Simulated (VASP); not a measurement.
# InSb (F-43m) in VASP: a series of runs

InSb is run at these levels: PBE; tasks: single point.

All numbers are computed with VASP 6.6.1; they aren't measurements. Logs are shortened: lines on timing, memory, paths and dates and some standing lists are left out, and cuts for length are marked.

**1. The cell of the first run**

The structure is cubic, space group F-43m (No. 216). The conventional cell has a = 6.358 Å, b = 6.358 Å, c = 6.358 Å, α = 90.00°, β = 90.00°, γ = 90.00°. In (site symmetry -43m) has 4 Sb at 2.75 Å within 3.6 Å. Within 3.6 Å of Sb (site symmetry -43m) lie 4 In at 2.75 Å.

**2. Single point, PBE (32.13 Å³/atom)**

INCAR

```
SYSTEM = InSb
PREC = Accurate
ENCUT = 520
EDIFF = 1E-7
ISMEAR = 0
SIGMA = 0.1
LREAL = .FALSE.
LASPH = .TRUE.
NELM = 100
ALGO = Normal
ISIF = 2
LWAVE = .FALSE.
LCHARG = .FALSE.
GGA = PE
NBANDS = 16
```

KPOINTS

```
Automatic mesh
0
G
  12 12 12
  0 0 0
```

POSCAR

```
InSb
1.0
    0.0000000000      3.1790351918      3.1790351918
    3.1790351918      0.0000000000      3.1790351918
    3.1790351918      3.1790351918      0.0000000000
In Sb
1 1
Direct
    0.0000000000      0.0000000000      0.0000000000
    0.2500000000      0.2500000000      0.2500000000
```

Potentials or basis: VASP PAW PBE potentials, release 64 (In_d, Sb).

Run with:

```sh
cat potpaw_PBE.64/In_d/POTCAR potpaw_PBE.64/Sb/POTCAR > POTCAR
mpirun -np 1 vasp_std > vasp.out
```

OUTCAR:

```text
SYSTEM = InSb
   PREC = Accurate
   ENCUT = 520
   EDIFF = 1E-7
   ISMEAR = 0
   LREAL = .FALSE.
   LASPH = .TRUE.
   NELM = 100
   ISIF = 2
   GGA = PE

 ion  position               nearest neighbor table
   1  0.000  0.000  0.000-   2 2.75   2 2.75   2 2.75   2 2.75
   2  0.250  0.250  0.250-   1 2.75   1 2.75   1 2.75   1 2.75

  LATTYP: Found a face centered cubic cell.
 ALAT       =     6.3580703836

  Lattice vectors:

 A1 = (   0.0000000000,   3.1790351918,   3.1790351918)
 A2 = (   3.1790351918,   0.0000000000,   3.1790351918)
 A3 = (   3.1790351918,   3.1790351918,   0.0000000000)

Analysis of symmetry for initial positions (statically):
=====================================================================
 Subroutine PRICEL returns:
 Original cell was already a primitive cell.

 Routine SETGRP: Setting up the symmetry group for a
 face centered cubic supercell.

 Subroutine GETGRP returns: Found 24 space group operations
 (whereof 24 operations were pure point group operations)
 out of a pool of 48 trial point group operations.

The static configuration has the point symmetry T_d .

Analysis of symmetry for dynamics (positions and initial velocities):
=====================================================================
 Subroutine PRICEL returns:
 Original cell was already a primitive cell.

 Routine SETGRP: Setting up the symmetry group for a
 face centered cubic supercell.

 Subroutine GETGRP returns: Found 24 space group operations
 (whereof 24 operations were pure point group operations)
 out of a pool of 48 trial point group operations.

The dynamic configuration has the point symmetry T_d .

 Subroutine INISYM returns: Found 24 space group operations
 (whereof 24 operations are pure point group operations),
 and found     1 'primitive' translations

----------------------------------------------------------------------------------------

                                     Primitive cell

  volume of cell :      64.2563

  direct lattice vectors                    reciprocal lattice vectors
     0.000000000  3.179035192  3.179035192    -0.157280423  0.157280423  0.157280423
     3.179035192  0.000000000  3.179035192     0.157280423 -0.157280423  0.157280423
     3.179035192  3.179035192  0.000000000     0.157280423  0.157280423 -0.157280423

  length of vectors
     4.495834684  4.495834684  4.495834684     0.272417684  0.272417684  0.272417684

  position of ions in fractional coordinates (direct lattice)
     0.000000000  0.000000000  0.000000000
     0.250000000  0.250000000  0.250000000

  ion indices of the primitive-cell ions
   primitive index   ion index
                 1           1
                 2           2

----------------------------------------------------------------------------------------

 KPOINTS: Automatic mesh

Automatic generation of k-mesh.
 Grid dimensions read from file:
 generate k-points for:   12   12   12

 Generating k-lattice:

  Cartesian coordinates                     Fractional coordinates (reciprocal lattice)
    -0.013106702  0.013106702  0.013106702     0.083333333  0.000000000  0.000000000
     0.013106702 -0.013106702  0.013106702     0.000000000  0.083333333  0.000000000
     0.013106702  0.013106702 -0.013106702     0.000000000  0.000000000  0.083333333

  Length of vectors
     0.022701474  0.022701474  0.022701474

  Shift w.r.t. Gamma in fractional coordinates (k-lattice)
     0.000000000  0.000000000  0.000000000

 Subroutine IBZKPT returns following result:
 ===========================================

 Found     72 irreducible k-points:

 Following reciprocal coordinates:
            Coordinates               Weight
  0.000000  0.000000  0.000000      1.000000
  0.083333  0.000000  0.000000      8.000000
  0.166667  0.000000  0.000000      8.000000
  0.250000  0.000000  0.000000      8.000000
  0.333333  0.000000  0.000000      8.000000
  0.416667  0.000000  0.000000      8.000000
[... 16 lines left out ...]
  0.500000  0.166667  0.000000     24.000000
 -0.416667  0.166667  0.000000     24.000000
 [... further k-points ...]
   k-points           NKPTS =     72   k-points in BZ     NKDIM =     72   number of bands    NBANDS=     16
   number of dos      NEDOS =    301   number of ions     NIONS =      2
   total plane-waves  NPLWV =  46656
   dimension x,y,z NGX =    36 NGY =   36 NGZ =   36
   dimension x,y,z NGXF=    72 NGYF=   72 NGZF=   72
   ions per type =               1   1
   NGX,Y,Z   is equivalent  to a cutoff of  13.31, 13.31, 13.31 a.u.
   NGXF,Y,Z  is equivalent  to a cutoff of  26.62, 26.62, 26.62 a.u.
 SYSTEM =  InSb
   PREC   = accura    normal or accurate (medium, high low for compatibility)
   ISTART =      0    job   : 0-new  1-cont  2-samecut
   ICHARG =      2    charge: 1-file 2-atom 10-const
   ISPIN  =      1    spin polarized calculation?
   LNONCOLLINEAR =      F non collinear calculations
   LSORBIT =      F    spin-orbit coupling
   LASPH  =      T    aspherical Exc in radial PAW
   ENCUT  =  520.0 eV  38.22 Ry    6.18 a.u.   8.36  8.36  8.36*2*pi/ulx,y,z
   NELM   =    100;   NELMIN=  2; NELMDL= -5     # of ELM steps
   EDIFF  = 0.1E-06   stopping-criterion for ELM
   LREAL  =      F    real-space projection
   EDIFFG = 0.1E-05   stopping-criterion for IOM
   NSW    =      0    number of steps for IOM
   IBRION =     -1    ionic relax: 0-MD 1-quasi-New 2-CG
   NFREE  =      0    steps in history (QN), initial steepest desc. (CG)
   ISIF   =      2    stress and relaxation
   ISYM   =      2    0-nonsym 1-usesym 2-fastsym
   POTIM  = 0.5000    time-step for ionic-motion
   TEBEG  =    0.0;   TEEND  =   0.0 temperature during run
   PSTRESS=    0.0 pullay stress
   NELECT =      18.0000    total number of electrons
   NUPDOWN=      -1.0000    fix difference up-down
   EMIN   =  10.00;   EMAX   =-10.00  energy-range for DOS
   EFERMI =   0.00;   METHOD = LEGACY
   ISMEAR =     0;   SIGMA  =   0.10  broadening in eV -4-tet -1-fermi 0-gaus
   EFERMI_NEDOS =   21; number of points for ismear=-14 and -15
   IALGO  =     38    algorithm
   IMIX   =      4    mixing-type and parameters
     AMIX     =   0.40;   BMIX     =  1.00
     AMIX_MAG =   1.60;   BMIX_MAG =  1.00
  volume/ion in A,a.u.               =      32.13       216.81
  Fermi-wavevector in a.u.,A,eV,Ry     =   1.071175  2.024227 15.611534  1.147415
  Thomas-Fermi vector in A             =   2.206907
   LORBIT       =      0    0 simple, 1 ext, 2 COOP (PROOUT), +10 PAW based schemes
   GGA     = PE    functional components
   LHFCALC =     F    Hartree Fock is set to
   AEXX    =    0.0000 exact exchange contribution
   IVDW    =     0    specifies the selected vdW correction
   LEPSILON=     F    determine dielectric tensor
   LRPA    =     F    only Hartree local field effects (RPA)
 non-spin polarized calculation
 Gauss-broadening in eV      SIGMA  =   0.10
  energy-cutoff  :      520.00
  volume of cell :       64.26
 maximum number of plane-waves:      1759
 NGX is ok and might be reduce to    36
   NGX = 17   NGY = 17   NGZ = 17

 number of electron      18.0000006 magnetization

 Free energy of the ion-electron system (eV)
  ---------------------------------------------------
  ext. energy  EPLUGINS =         0.00000000
  ---------------------------------------------------
  free energy    TOTEN  =        -6.79811465 eV

  energy without entropy =       -6.79804117  energy(sigma->0) =       -6.79807791

 E-fermi :   5.8251     XC(G=0):  -8.9308

 val. band max:        5.7260267883   @ k =   0.0000   0.0000   0.0000
 cond. band min:       5.8671123540   @ k =   0.0000   0.0000   0.0000
 fundamental gap:      0.1410855656
 Fermi energy:         5.8251389214

 k-point     1 :       0.0000    0.0000    0.0000
  band No.  band energies     occupation
      1      -9.0162      2.00000
      2      -9.0162      2.00000
      3      -9.0162      2.00000
      4      -8.9138      2.00000
      5      -8.9138      2.00000
      6      -5.3688      2.00000
[... 8 lines left out ...]
     15      14.1191      0.00000
     16      14.1192      0.00000

 k-point     2 :       0.0833    0.0000    0.0000
  band No.  band energies     occupation
      1      -9.0203      2.00000
      2      -9.0144      2.00000
      3      -9.0144      2.00000
      4      -8.9139      2.00000
      5      -8.9139      2.00000
      6      -5.2999      2.00000
[... 8 lines left out ...]
     15      13.5304      0.00000
     16      13.5304      0.00000

 k-point     3 :       0.1667    0.0000    0.0000
  band No.  band energies     occupation
      1      -9.0316      2.00000
      2      -9.0095      2.00000
      3      -9.0095      2.00000
      4      -8.9142      2.00000
      5      -8.9142      2.00000
      6      -5.0979      2.00000
[... 8 lines left out ...]
     15      13.0753      0.00000
     16      13.0753      0.00000

 k-point     4 :       0.2500    0.0000    0.0000
  band No.  band energies     occupation
      1      -9.0467      2.00000
      2      -9.0034      2.00000
      3      -9.0034      2.00000
      4      -8.9141      2.00000
      5      -8.9141      2.00000
      6      -4.7804      2.00000
[... 8 lines left out ...]
     15      13.0559      0.00000
     16      13.0559      0.00000
[... 324 lines left out ...]
 k-point    22 :       0.4167    0.1667    0.0000
  band No.  band energies     occupation
      1      -9.0778      2.00000
      2      -8.9895      2.00000
      3      -8.9861      2.00000
      4      -8.9211      2.00000
      5      -8.9093      2.00000
      6      -4.0437      2.00000
[... 8 lines left out ...]
     15      14.5558      0.00000
     16      15.1177      0.00000

 k-point    23 :       0.5000    0.1667    0.0000
  band No.  band energies     occupation
      1      -9.0829      2.00000
      2      -8.9881      2.00000
      3      -8.9846      2.00000
      4      -8.9187      2.00000
      5      -8.9104      2.00000
      6      -3.7332      2.00000
[... 8 lines left out ...]
     15      14.9689      0.00000
     16      15.1625      0.00000

 k-point    24 :      -0.4167    0.1667    0.0000
  band No.  band energies     occupation
      1      -9.0825      2.00000
      2      -8.9881      2.00000
      3      -8.9857      2.00000
      4      -8.9159      2.00000
      5      -8.9127      2.00000
      6      -3.6829      2.00000
[... 8 lines left out ...]
     15      14.0862      0.00000
     16      14.4122      0.00000

 [... further k-points ...]
[... 5 lines left out ...]
  --------------------------------------------------------------------------------------
  -------------------------------------------------------------------------------------
  Total        2.5594067      2.5594067      2.5594067      0.0000000      0.0000000     -0.0000000
  in kB       63.8166323     63.8166323     63.8166323      0.0000000      0.0000000     -0.0000000
  external PRESSURE =      63.8166323 kB  Pullay stress =       0.0000000 kB

 VOLUME and BASIS-vectors are now :
 -----------------------------------------------------------------------------
  energy-cutoff  :      520.00
  volume of cell :       64.26
      direct lattice vectors                 reciprocal lattice vectors
     0.000000000  3.179035192  3.179035192    -0.157280423  0.157280423  0.157280423
     3.179035192  0.000000000  3.179035192     0.157280423 -0.157280423  0.157280423
     3.179035192  3.179035192  0.000000000     0.157280423  0.157280423 -0.157280423

 POSITION                                       TOTAL-FORCE (eV/Angst)
 -----------------------------------------------------------------------------------
      0.00000      0.00000      0.00000         0.000000     -0.000000     -0.000000
      1.58952      1.58952      1.58952        -0.000000      0.000000      0.000000
 -----------------------------------------------------------------------------------
    total drift:                               -0.000000     -0.000000     -0.000000

  FREE ENERGIE OF THE ION-ELECTRON SYSTEM (eV)
  ---------------------------------------------------
  free  energy   TOTEN  =        -6.7981146465 eV

  energy  without entropy=       -6.7980411737  energy(sigma->0) =       -6.79807791
```

It took 73 s on 1 thread of Intel Xeon Platinum 8375C at 2.90GHz (Ice Lake), shared host; peak memory 0.24 GiB.

Results:

* Free energy: -6.7981 eV
* Pressure: 6.4 GPa
* Band gap on the k mesh: 0.14 eV

Caveat: the cell stands under pressure; spin-orbit coupling is left out, which moves the levels of the heavy elements. A k mesh can miss the band edges.

(Part 1 of 3 ends here.)
